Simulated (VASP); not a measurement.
# Ge in VASP: single point with PBEsol

Aim: the single point of Ge with PBEsol.

Everything below comes from runs of VASP 6.6.1. Logs are shortened: lines on timing, memory, paths and dates and some standing lists are left out, and cuts for length are marked.

### 1 The cell of the first run

The typed cell holds 4 atoms: a = 3.997 Å, b = 3.996 Å, c = 6.594 Å, α = 90.00°, β = 90.00°, γ = 120.00°.

This isn't the form of Ge at room conditions, which is diamond.

### 2 Single point, PBEsol

Input file INCAR:

```
SYSTEM = Ge
PREC = Accurate
ENCUT = 520
EDIFF = 1E-7
ISMEAR = 0
SIGMA = 0.15
LREAL = .FALSE.
LASPH = .TRUE.
NELM = 60
ALGO = Fast
ISIF = 2
LWAVE = .FALSE.
LCHARG = .FALSE.
GGA = PS
NBANDS = 36
```

Input file KPOINTS:

```
Automatic mesh
0
G
  12 12 6
  0 0 0
```

Input file POSCAR:

```
Ge
1.0
    3.9966013242      0.0001097651      0.0000028036
   -1.9982050691      3.4610889871     -0.0001642925
   -0.0000161584     -0.0003575823      6.5944009437
Ge
4
Direct
    0.6666144360      0.3328778242      0.0628791538
    0.3334016849      0.6671449609      0.5628861958
    0.6667308322      0.3337923230      0.4371114150
    0.3332530469      0.6661848919      0.9371232355
```

Potentials or basis: VASP PAW PBE potentials, release 64 (Ge_d).

The run is started by

```bash
$ cat potpaw_PBE.64/Ge_d/POTCAR > POTCAR
$ mpirun -np 1 vasp_std > vasp.out
```

OUTCAR:

```text
SYSTEM = Ge
   PREC = Accurate
   ENCUT = 520
   EDIFF = 1E-7
   ISMEAR = 0
   LREAL = .FALSE.
   LASPH = .TRUE.
   NELM = 60
   ISIF = 2
   GGA = PS

 ion  position               nearest neighbor table
   1  0.667  0.333  0.063-   4 2.45   4 2.45   4 2.45   3 2.47
   2  0.333  0.667  0.563-   3 2.45   3 2.45   3 2.45   4 2.47
   3  0.667  0.334  0.437-   2 2.45   2 2.45   2 2.45   1 2.47
   4  0.333  0.666  0.937-   1 2.45   1 2.45   1 2.45   2 2.47

  LATTYP: Found a triclinic cell.
 ALAT       =     3.9964935258
 B/A-ratio  =     2.3922682573
 C/A-ratio  =     1.0000477049
 COS(alpha) =     0.0000385549
 COS(beta)  =     0.4999968798
 COS(gamma) =     0.6270712163

  Lattice vectors:

 A1 = (   1.9982050691,  -3.4610889871,   0.0001642925)
 A2 = (   5.9947902349,  -3.4613368043,   6.5945680398)
 A3 = (  -1.9983962551,  -3.4611987522,   0.0001614889)

Analysis of symmetry for initial positions (statically):
=====================================================================
 Subroutine PRICEL returns:
 Original cell was already a primitive cell.

 Routine SETGRP: Setting up the symmetry group for a
 triclinic supercell.

 Subroutine GETGRP returns: Found  1 space group operations
 (whereof  1 operations were pure point group operations)
 out of a pool of  2 trial point group operations.

The static configuration has the point symmetry C_1 .

Analysis of symmetry for dynamics (positions and initial velocities):
=====================================================================
 Subroutine PRICEL returns:
 Original cell was already a primitive cell.

 Routine SETGRP: Setting up the symmetry group for a
 triclinic supercell.

 Subroutine GETGRP returns: Found  1 space group operations
 (whereof  1 operations were pure point group operations)
 out of a pool of  2 trial point group operations.

The dynamic configuration has the point symmetry C_1 .

 Subroutine INISYM returns: Found  1 space group operations
 (whereof  1 operations are pure point group operations),
 and found     1 'primitive' translations

----------------------------------------------------------------------------------------

                                     Primitive cell

  volume of cell :      91.2191

  direct lattice vectors                    reciprocal lattice vectors
     3.996601324  0.000109765  0.000002804     0.250208630  0.144454002  0.000008446
    -1.998205069  3.461088987 -0.000164292    -0.000007935  0.288921825  0.000015667
    -0.000016158 -0.000357582  6.594400944    -0.000000107  0.000007137  0.151643798

  length of vectors
     3.996601326  3.996493526  6.594400953     0.288914031  0.288921826  0.151643798

  position of ions in fractional coordinates (direct lattice)
     0.666614436  0.332877824  0.062879154
     0.333401685  0.667144961  0.562886196
     0.666730832  0.333792323  0.437111415
     0.333253047  0.666184892  0.937123236

  ion indices of the primitive-cell ions
   primitive index   ion index
                 1           1
                 2           2
                 3           3
                 4           4

----------------------------------------------------------------------------------------

 KPOINTS: Automatic mesh

Automatic generation of k-mesh.
 Grid dimensions read from file:
 generate k-points for:   12   12    6

 Generating k-lattice:

  Cartesian coordinates                     Fractional coordinates (reciprocal lattice)
     0.020850719  0.012037833  0.000000704     0.083333333 -0.000000000  0.000000000
    -0.000000661  0.024076819  0.000001306    -0.000000000  0.083333333  0.000000000
    -0.000000018  0.000001189  0.025273966     0.000000000  0.000000000  0.166666667

  Length of vectors
     0.024076169  0.024076819  0.025273966

  Shift w.r.t. Gamma in fractional coordinates (k-lattice)
     0.000000000  0.000000000  0.000000000

 Subroutine IBZKPT returns following result:
 ===========================================

 Found    436 irreducible k-points:

 Following reciprocal coordinates:
            Coordinates               Weight
  0.000000  0.000000  0.000000      1.000000
  0.083333 -0.000000  0.000000      2.000000
 -0.000000  0.083333  0.000000      2.000000
  0.166667 -0.000000  0.000000      2.000000
 -0.000000  0.166667  0.000000      2.000000
  0.250000  0.000000 -0.000000      2.000000
[... 16 lines left out ...]
  0.500000  0.083333 -0.000000      2.000000
  0.083333  0.500000 -0.000000      2.000000
 [... further k-points ...]
   k-points           NKPTS =    436   k-points in BZ     NKDIM =    436   number of bands    NBANDS=     36
   number of dos      NEDOS =    301   number of ions     NIONS =      4
   total plane-waves  NPLWV =  45000
   dimension x,y,z NGX =    30 NGY =   30 NGZ =   50
   dimension x,y,z NGXF=    60 NGYF=   60 NGZF=  100
   ions per type =               4
   NGX,Y,Z   is equivalent  to a cutoff of  12.48, 12.48, 12.61 a.u.
   NGXF,Y,Z  is equivalent  to a cutoff of  24.96, 24.96, 25.21 a.u.
 SYSTEM =  Ge
   PREC   = accura    normal or accurate (medium, high low for compatibility)
   ISTART =      0    job   : 0-new  1-cont  2-samecut
   ICHARG =      2    charge: 1-file 2-atom 10-const
   ISPIN  =      1    spin polarized calculation?
   LNONCOLLINEAR =      F non collinear calculations
   LSORBIT =      F    spin-orbit coupling
   LASPH  =      T    aspherical Exc in radial PAW
   ENCUT  =  520.0 eV  38.22 Ry    6.18 a.u.   7.43  7.43 12.26*2*pi/ulx,y,z
   NELM   =     60;   NELMIN=  2; NELMDL= -5     # of ELM steps
   EDIFF  = 0.1E-06   stopping-criterion for ELM
   LREAL  =      F    real-space projection
   EDIFFG = 0.1E-05   stopping-criterion for IOM
   NSW    =      0    number of steps for IOM
   IBRION =     -1    ionic relax: 0-MD 1-quasi-New 2-CG
   NFREE  =      0    steps in history (QN), initial steepest desc. (CG)
   ISIF   =      2    stress and relaxation
   ISYM   =      2    0-nonsym 1-usesym 2-fastsym
   POTIM  = 0.5000    time-step for ionic-motion
   TEBEG  =    0.0;   TEEND  =   0.0 temperature during run
   PSTRESS=    0.0 pullay stress
   NELECT =      56.0000    total number of electrons
   NUPDOWN=      -1.0000    fix difference up-down
   EMIN   =  10.00;   EMAX   =-10.00  energy-range for DOS
   EFERMI =   0.00;   METHOD = LEGACY
   ISMEAR =     0;   SIGMA  =   0.15  broadening in eV -4-tet -1-fermi 0-gaus
   EFERMI_NEDOS =   21; number of points for ismear=-14 and -15
   IALGO  =     68    algorithm
   IMIX   =      4    mixing-type and parameters
     AMIX     =   0.40;   BMIX     =  1.00
     AMIX_MAG =   1.60;   BMIX_MAG =  1.00
  volume/ion in A,a.u.               =      22.80       153.89
  Fermi-wavevector in a.u.,A,eV,Ry     =   1.391369  2.629306 26.339612  1.935907
  Thomas-Fermi vector in A             =   2.515214
   LORBIT       =      0    0 simple, 1 ext, 2 COOP (PROOUT), +10 PAW based schemes
   GGA     = PS    functional components
   LHFCALC =     F    Hartree Fock is set to
   AEXX    =    0.0000 exact exchange contribution
   IVDW    =     0    specifies the selected vdW correction
   LEPSILON=     F    determine dielectric tensor
   LRPA    =     F    only Hartree local field effects (RPA)
 non-spin polarized calculation
 RMM-DIIS sequential band-by-band and
 Gauss-broadening in eV      SIGMA  =   0.15
  energy-cutoff  :      520.00
  volume of cell :       91.22
 maximum number of plane-waves:      2491
 NGX is ok and might be reduce to    30
   NGX = 15   NGY = 15   NGZ = 25

 number of electron      56.0000053 magnetization

 Free energy of the ion-electron system (eV)
  ---------------------------------------------------
  ext. energy  EPLUGINS =         0.00000000
  ---------------------------------------------------
  free energy    TOTEN  =       -19.68504813 eV

  energy without entropy =      -19.68350535  energy(sigma->0) =      -19.68427674

 E-fermi :   4.8774     XC(G=0): -10.0889

 val. band max:        4.8146221037   @ k =   0.0000   0.0000   0.0000
 cond. band min:       4.9624951892   @ k =   0.0000   0.0000   0.0000
 fundamental gap:      0.1478730855
 Fermi energy:         4.8774277292

 k-point     1 :       0.0000    0.0000    0.0000
  band No.  band energies     occupation
      1     -20.0015      2.00000
      2     -20.0015      2.00000
      3     -19.9634      2.00000
      4     -19.9630      2.00000
      5     -19.9630      2.00000
      6     -19.9501      2.00000
[... 28 lines left out ...]
     35       9.3823      0.00000
     36      10.7866      0.00000

 k-point     2 :       0.0833   -0.0000    0.0000
  band No.  band energies     occupation
      1     -20.0063      2.00000
      2     -20.0030      2.00000
      3     -19.9681      2.00000
      4     -19.9656      2.00000
      5     -19.9631      2.00000
      6     -19.9442      2.00000
[... 28 lines left out ...]
     35       9.6931      0.00000
     36      11.3819      0.00000

 k-point     3 :      -0.0000    0.0833    0.0000
  band No.  band energies     occupation
      1     -20.0063      2.00000
      2     -20.0030      2.00000
      3     -19.9681      2.00000
      4     -19.9656      2.00000
      5     -19.9631      2.00000
      6     -19.9442      2.00000
[... 28 lines left out ...]
     35       9.6931      0.00000
     36      11.2483      0.00000
[... 742 lines left out ...]
 k-point    23 :       0.5000    0.0833   -0.0000
  band No.  band energies     occupation
      1     -20.0169      2.00000
      2     -20.0140      2.00000
      3     -20.0065      2.00000
      4     -19.9894      2.00000
      5     -19.9317      2.00000
      6     -19.9127      2.00000
[... 28 lines left out ...]
     35      12.2008      0.00000
     36      12.9338      0.00000

 k-point    24 :       0.0833    0.5000   -0.0000
  band No.  band energies     occupation
      1     -20.0169      2.00000
      2     -20.0140      2.00000
      3     -20.0065      2.00000
      4     -19.9894      2.00000
      5     -19.9317      2.00000
      6     -19.9127      2.00000
[... 28 lines left out ...]
     35      12.2008      0.00000
     36      12.9270      0.00000

 [... further k-points ...]

------------------------ aborting loop because EDIFF is reached ----------------------------------------

  FORCE on cell =-STRESS in cart. coord.  units (eV):
  Direction    XX          YY          ZZ          XY          YZ          ZX
  --------------------------------------------------------------------------------------
  -------------------------------------------------------------------------------------
  Total       -0.0397427     -0.0398357     -0.0435768     -0.0016092      0.0019219     -0.0001618
  in kB       -0.6980437     -0.6996771     -0.7653857     -0.0282649      0.0337560     -0.0028415
  external PRESSURE =      -0.7210355 kB  Pullay stress =       0.0000000 kB

 VOLUME and BASIS-vectors are now :
 -----------------------------------------------------------------------------
  energy-cutoff  :      520.00
  volume of cell :       91.22
      direct lattice vectors                 reciprocal lattice vectors
     3.996601324  0.000109765  0.000002804     0.250208630  0.144454002  0.000008446
    -1.998205069  3.461088987 -0.000164292    -0.000007935  0.288921825  0.000015667
    -0.000016158 -0.000357582  6.594400944    -0.000000107  0.000007137  0.151643798

 POSITION                                       TOTAL-FORCE (eV/Angst)
 -----------------------------------------------------------------------------------
      1.99903      1.15217      0.41460        -0.000750      0.000930     -0.000303
     -0.00063      2.30888      3.71179         0.000354     -0.001539     -0.000817
      1.99766      1.15520      2.88243         0.000742     -0.001104      0.001054
      0.00069      2.30543      6.17966        -0.000346      0.001713      0.000067
 -----------------------------------------------------------------------------------
    total drift:                               -0.000000     -0.000001     -0.000000

  FREE ENERGIE OF THE ION-ELECTRON SYSTEM (eV)
  ---------------------------------------------------
  free  energy   TOTEN  =       -19.6850481337 eV

  energy  without entropy=      -19.6835053466  energy(sigma->0) =      -19.68427674
```

Wall time 36 min (1 thread of Oxide Virtual Turin-like, shared host); peak memory 0.93 GiB.

What came out:

```yaml
Free_energy: -19.6850 eV
Pressure: -0.1 GPa
Band_gap_on_the_k_mesh: zero (bands 28 and 29 overlap by 0.02 eV)
```

Caveat: semilocal functionals underestimate gaps, and a narrow one can read as zero; the PAW data sets were made with another functional, which shifts forces and pressure a little.

The gap in the log of VASP goes by the Fermi energy; the results here count the filled bands.